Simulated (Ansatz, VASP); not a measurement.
**Mo: VASP beside Ansatz**

INCAR

```
PREC = Accurate
ENCUT = 520
EDIFF = 1E-7
ISMEAR = -1
SIGMA = 0.1
LREAL = F
LASPH = T
NELM = 80
ALGO = Normal
ISIF = 2
LWAVE = F
LCHARG = T
GGA = RE
LELF = T
LVHAR = T
NBANDS = 21
```

File KPOINTS:

```
regular mesh
0
Gamma
  15 15 8
```

File POSCAR:

```
Mo
1.0
   -1.9988529436      1.9986942284      1.3823681194
    1.9986942284     -1.9988529436      1.3823681194
    3.2910484489      3.2910484489     -1.3826588066
Mo
2
Direct
    0.9999595626      0.0000404374      0.0000000000
    0.7500404374      0.2499595626      0.5000000000
```

Input for Ansatz:

```yaml
crystal:
  lattice:
    - [-1.9988529436, 1.9986942284, 1.3823681194]
    - [1.9986942284, -1.9988529436, 1.3823681194]
    - [3.2910484489, 3.2910484489, -1.3826588066]
  atoms:
    - { symbol: Mo, position: [0.9999595626, 4.04374e-05, 0.0] }
    - { symbol: Mo, position: [0.7500404374, 0.2499595626, 0.5] }
hamiltonian:
  xc: revpbe
  pseudopotentials:
    kind: paw
    azcp:
      Mo: "pseudopotentials/Mo.paw.azcp"
basis:
  ecutwfc: 420
  fft_grid_basis: typed
kpoints:
  mp_grid: { grid: [15, 15, 8], shift: [0, 0, 0] }
magnetization:
  spin_polarized: false
scf:
  occupations: { method: fermi_dirac, width: 0.1 }
  lower_state_search: "off"
output:
  stress: true
  write_density: true
  write_potential: true
  elf: true
  volumetric_format: npy
```

Alike in both runs: task single point; functional revPBE; k mesh 15 × 15 × 8; occupations fermi-dirac, width 0.1 eV; no spin polarisation.

|  | VASP | Ansatz |
| --- | --- | --- |
| version | VASP 6.6.1 | Ansatz 0.2.0 |
| potentials or method | VASP PAW PBE potentials, release 64 (Mo_sv), cutoff 520 eV | plane waves (420 eV) with PAW, scalar-relativistic |
| valence electrons in the cell | 28 | 28 |

|  | VASP | Ansatz | Ansatz less VASP |
| --- | --- | --- | --- |
| pressure (GPa) | -20.8 | -21.1 | -0.30 |
| traceless stress, the component that is largest in VASP (GPa) | -1.03 | -1.06 | -0.025 |

VASP's potentials were made for PBE, not for revPBE. With one functional, cell and mesh, what is left measures potentials, basis and numerics.
